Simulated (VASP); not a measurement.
Set up this calculation in VASP 6.6.1, as the native input.

| Quantity | Value |
| --- | --- |
| Task | single point |
| Functional | r2SCAN |
| Potentials or basis | VASP PAW PBE potentials, release 64 (Ga_d, Ge_d) |
| Cutoff | 520 eV |
| k mesh | 12 × 12 × 10 |
| Occupations | gaussian, width 0.1 eV |
| Spin | no spin polarisation |
| Dipole correction | no |
| Further INCAR settings | ALGO = Normal; EDIFF = 1e-07; NBANDS = 28 |

Crystal: GaGe2.

```
CELL_PARAMETERS angstrom
4.34923 0.00000 0.00000
-2.17461 3.76654 0.00000
0.00000 0.00000 3.82378
ATOMIC_POSITIONS crystal
Ga 0.00000 0.00000 0.00000
Ge 0.33333 0.66667 0.50000
Ge 0.66667 0.33333 0.50000
```

One way to write it, as run:

POSCAR

```
GaGe2
1.0
    4.3492295153      0.0000000000      0.0000000000
   -2.1746147576      3.7665432471      0.0000000000
    0.0000000000      0.0000000000      3.8237792414
Ga Ge
1 2
Direct
    0.0000000000      0.0000000000      0.0000000000
    0.3333333333      0.6666666667      0.5000000000
    0.6666666667      0.3333333333      0.5000000000
```

INCAR.step1

```
PREC     = Accurate       # precision mode
ENCUT    = 520            # plane-wave cutoff, eV
ISMEAR   = 0              # smearing method
SIGMA    = 0.1            # smearing width, eV
LREAL    = F              # projectors in reciprocal space
LASPH    = T              # aspherical terms in the spheres
NELM     = 100            # most SCF steps
NBANDS   = 28             # bands
GGA      = PE             # functional
ALGO     = Normal         # electronic algorithm
EDIFF    = 1E-4           # SCF threshold, eV
LWAVE    = T              # write WAVECAR
LCHARG   = F              # write CHGCAR
```

INCAR.step2

```
PREC     = Accurate       # precision mode
ENCUT    = 520            # plane-wave cutoff, eV
EDIFF    = 1E-7           # SCF threshold, eV
ISMEAR   = 0              # smearing method
SIGMA    = 0.1            # smearing width, eV
LREAL    = F              # projectors in reciprocal space
LASPH    = T              # aspherical terms in the spheres
NELM     = 100            # most SCF steps
ALGO     = Normal         # electronic algorithm
ISIF     = 2              # what is computed and relaxed
LWAVE    = F              # write WAVECAR
LCHARG   = F              # write CHGCAR
METAGGA  = R2SCAN         # meta-GGA
LMIXTAU  = T            
NBANDS   = 28             # bands
ISTART   = 1
```

KPOINTS

```
Automatic mesh
0
Gamma
  12 12 10
```

Potentials or basis: VASP PAW PBE potentials, release 64 (Ga_d, Ge_d).

Run with:

```bash
$ cat potpaw_PBE.64/Ga_d/POTCAR potpaw_PBE.64/Ge_d/POTCAR > POTCAR
$ cp INCAR.step1 INCAR
$ mpirun -np 1 vasp_std > vasp.out
$ cp INCAR.step2 INCAR
$ mpirun -np 1 vasp_std > vasp.out
```

Results of the run:

| Item | Value |
| --- | --- |
| Pressure | -0.1 GPa |
| Band gap on the k mesh | zero (an odd number of electrons rules out a gap without spin polarisation) |

Caveat: the PAW data sets were made with another functional, which shifts forces and pressure a little.

Wall time 3.2 min on 1 thread of Intel(R) Xeon(R) 6975P-C (Granite Rapids), on a shared host, peak memory 0.31 GiB.
